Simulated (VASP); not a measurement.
Cr, 1 atom in the cell. The structure is hexagonal, space group P6/mmm (No. 191). Conventional cell: a = 2.138 Å, b = 2.138 Å, c = 2.010 Å, α = 90.00°, β = 90.00°, γ = 120.00°. Within 2.7 Å of Cr (site symmetry 6/mmm) lie 8 Cr at 2.01 to 2.14 Å. 

| Quantity | Value |
| --- | --- |
| Program | VASP 6.6.1 |
| Task | relaxation of cell and atoms |
| Functional | LDA |
| Potentials or basis | VASP PAW LDA potentials, release 64 (Cr_pv) |
| Cutoff | 600 eV |
| k mesh | 20 × 20 × 19 |
| Occupations | fermi-dirac, width 0.1 eV |
| Spin | collinear spin, ferromagnetic start |
| Starting moments | [2.0] μB |
| Target pressure | 190 GPa |
| Dipole correction | no |
| Further INCAR settings | ALGO = Normal; EDIFF = 1e-06; IBRION = 2; EDIFFG = -0.005; NSW = 60; ISIF = 3 |

Potentials or basis: VASP PAW LDA potentials, release 64 (Cr_pv).

Run with:

```sh
$ cat potpaw_LDA.64/Cr_pv/POTCAR > POTCAR
$ mpirun -np 1 vasp_std > vasp.out
```

Hardware: 1 thread of Oxide Virtual Turin-like Processor, on a shared host.

Q: Estimate the wall time of this run.

A: It took 7.1 min on 1 thread of Oxide Virtual Turin-like Processor, with other jobs on the host, peak memory 0.17 GiB. Counts: scf iterations 68, k points 440, ion steps 13.
